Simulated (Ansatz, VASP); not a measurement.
GaP in VASP and in Ansatz

The input INCAR:

```
SYSTEM = GaP
  PREC = Accurate
  ENCUT = 520
  EDIFF = 1E-6
  ISMEAR = 0
  SIGMA = 0.05
  LREAL = .FALSE.
  LASPH = .TRUE.
  NELM = 80
  ALGO = Normal
  ISIF = 2
  LWAVE = .FALSE.
  LCHARG = .FALSE.
  GGA = PE
  NBANDS = 16
```

KPOINTS

```
regular mesh
0
G
  10 10 10
  0 0 0
```

Contents of POSCAR:

```
GaP
1.0
    0.0000000000      2.6297543986      2.7010624472
    2.7010624472      0.0000000000      2.7010624472
    2.7010624472      2.6297543986      0.0000000000
Ga P
1 1
Direct
    0.0000000000      0.0000000000      0.0000000000
    0.7500000000      0.7500000000      0.7500000000
```

Input for Ansatz:

```yaml
crystal:
  lattice:
    - [0.0, 2.6297543986, 2.7010624472]
    - [2.7010624472, 0.0, 2.7010624472]
    - [2.7010624472, 2.6297543986, 0.0]
  atoms:
    - { symbol: Ga, position: [0.0, 0.0, 0.0] }
    - { symbol: P, position: [0.75, 0.75, 0.75] }
basis:
  ecutwfc: 420
kpoints:
  mp_grid: { grid: [10, 10, 10] }
hamiltonian:
  xc: pbe
scf:
  occupations: { method: gaussian, width: 0.05 }
output:
  forces: true
  stress: true
  eigenvalues: true
```

Alike in both runs: task single point; functional PBE; k mesh 10 × 10 × 10; occupations gaussian, width 0.05 eV; no spin polarisation.

```csv
,VASP,Ansatz
version,VASP 6.6.1,Ansatz 0.2.0
potentials or method,"VASP PAW PBE potentials, release 64 (Ga_d, P), cutoff 520 eV","scalar-relativistic, plane waves, PAW"
valence electrons in the cell,18,18
```

VASP gave:

- gap on the k mesh at the Fermi level (eV): 1.25
- least direct gap on the mesh (eV): 2.17
- pressure (GPa): 7.6
- traceless stress, the component that is largest in VASP (GPa): 1.24

Task: What did Ansatz give for the same quantities?

Result: gap on the k mesh at the Fermi level (eV): 1.25; least direct gap on the mesh (eV): 2.17; pressure (GPa): 7.8; traceless stress, the component that is largest in VASP (GPa): 1.23.
